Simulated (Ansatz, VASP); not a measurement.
## One calculation of MgB2, two programs

```xyz
3
Lattice="3.0747 0.0000 0.0000 -1.5373 2.6628 0.0000 0.0000 0.0000 3.5112" Properties=species:S:1:pos:R:3 pbc="T T T"
Mg    0.0000    0.0000    0.0000
B     0.0000    1.7752    1.7556
B     1.5373    0.8876    1.7556
```

Change from the starting cell: volume scaled by 0.99, crystal datasets.

Alike in both runs: task electric field gradients; functional LDA; k mesh 12 × 12 × 9; occupations fermi-dirac, width 0.05 eV; no spin polarisation.

|  | VASP | Ansatz |
| --- | --- | --- |
| version | VASP 6.6.1 | Ansatz 0.2.0 |
| potentials or method | VASP PAW LDA potentials, release 64 (Mg, B), cutoff 520 eV | all-electron PAW with datasets made for the crystal, scalar-relativistic |

```csv
,VASP,Ansatz,Ansatz less VASP
pressure (GPa),-6.8,-6.2,+0.59
"traceless stress, the component that is largest in VASP (GPa)",0.34,0.47,+0.123
size of Vzz on the site where it differs most (V/Å²),20.1,17.9,-2.15
```

LDA's correlation is that of Perdew and Zunger in VASP and of Perdew and Wang (1992) in Ansatz. Ansatz ran all-electron here, and VASP with PAW potentials.
